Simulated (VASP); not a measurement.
Write the native input for VASP 6.6.1 that does the following.

| Quantity | Value |
| --- | --- |
| Task | single point |
| Functional | PBE |
| Potentials or basis | VASP PAW PBE potentials, release 64 (B) |
| Cutoff | 520 eV |
| k mesh | 6 × 6 × 6 |
| Occupations | gaussian, width 0.1 eV |
| Spin | no spin polarisation |
| Dipole correction | no |
| Further INCAR settings | ALGO = Normal; EDIFF = 1e-07; NBANDS = 12 |

The structure of B lies in POSCAR:

```
B
1.0
    0.0000000000      2.3425283600      2.3425283600
    2.3425283600      0.0000000000      2.3425283600
    2.3425283600      2.3425283600      0.0000000000
B
3
Direct
    0.2500000000      0.2500000000      0.2500000000
    0.7500000000      0.7500000000      0.7500000000
    0.0000000000      0.0000000000      0.0000000000
```

The cell was built from a structure type or drawn by symmetry, and may not be a known phase.

One way to write it, as run:

INCAR

```
SYSTEM = B
PREC = Accurate
ENCUT = 520
EDIFF = 1E-7
ISMEAR = 0
SIGMA = 0.1
LREAL = .FALSE.
LASPH = .TRUE.
NELM = 100
ALGO = Normal
ISIF = 2
LWAVE = .FALSE.
LCHARG = .FALSE.
GGA = PE
NBANDS = 12
```

KPOINTS

```
regular mesh
0
G
  6 6 6
  0 0 0
```

Potentials or basis: VASP PAW PBE potentials, release 64 (B).

Command:

```sh
$ cat potpaw_PBE.64/B/POTCAR > POTCAR
$ mpirun -np 1 vasp_std > vasp.out
```

Results of the run:

```
Pressure               : -40.8 GPa
Band gap on the k mesh : zero (an odd number of electrons rules out a gap without spin polarisation)
```

Caveat: the k points lie up to 0.39 Å⁻¹ apart, too coarse for converged energies and pressures of a metal.

It took 11 s on 1 thread of Intel Xeon 8259CL, on a shared host, peak memory 0.14 GiB.
